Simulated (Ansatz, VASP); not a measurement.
**Al: VASP beside Ansatz**

```
CELL_PARAMETERS angstrom
2.82277 0.00000 0.00000
-1.41139 2.44459 0.00000
0.00000 0.00000 26.52393
ATOMIC_POSITIONS crystal
Al 0.66667 0.33333 0.28265
Al 0.33333 0.66667 0.37044
Al 0.00000 0.00000 0.45674
Al 0.66667 0.33333 0.54326
Al 0.33333 0.66667 0.62956
Al 0.00000 0.00000 0.71735
```

Alike in both runs: functional r2SCAN; k mesh 12 × 12 × 1; occupations gaussian, width 0.1 eV; no spin polarisation.

Ansatz relaxed the structure, and its values are those at the end. VASP's run is a single point on that final structure, the one shown.

|  | VASP | Ansatz |
| --- | --- | --- |
| version | VASP 6.6.1 | Ansatz 0.2.0 |
| potentials or method | VASP PAW PBE potentials, release 64 (Al), cutoff 520 eV | scalar-relativistic, plane waves, PAW |
| valence electrons in the cell | 18 | 18 |

```tsv
	VASP	Ansatz	Ansatz less VASP
gap on the k mesh at the Fermi level (eV)	none	none	-
rms of the force components (eV/Å)	0.005	0.001	-0.0038
work function, face that differs most (eV)	4.11	4.10	-0.007
```

VASP's potentials were made for PBE, not for r2SCAN. A gap of «none» marks a metal or a gap that the smearing closes. The functional is the same, so the differences come from potentials, cutoffs and numerics. Ansatz's warnings: xc potential rough in thin density.
